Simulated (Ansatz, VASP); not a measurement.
## K in VASP and in Ansatz

```
K
1.0
     0.00000    3.44275    3.29012
     3.44275    0.00000    3.29012
     3.44275    3.44275    0.00000
K
1
Cartesian
  0.0000 0.0000 0.0000
```

Change from the starting cell: strain +0.015 along x and y, -0.030 along z, atoms carried along.

Alike in both runs: task single point; functional PBE; dispersion D3(BJ); k mesh 12 × 12 × 12; occupations gaussian, width 0.15 eV; no spin polarisation.

|  | VASP | Ansatz |
| --- | --- | --- |
| version | VASP 6.6.1 | Ansatz 0.2.0 |
| potentials or method | VASP PAW PBE potentials, release 64 (K_sv), cutoff 520 eV | scalar-relativistic, plane waves, PAW |
| valence electrons in the cell | 9 | 9 |

```csv
,VASP,Ansatz,Ansatz less VASP
gap on the k mesh at the Fermi level (eV),none,none,-
pressure (GPa),-0.4,-0.4,+0.01
```

A gap of «none» marks a metal or a gap that the smearing closes.
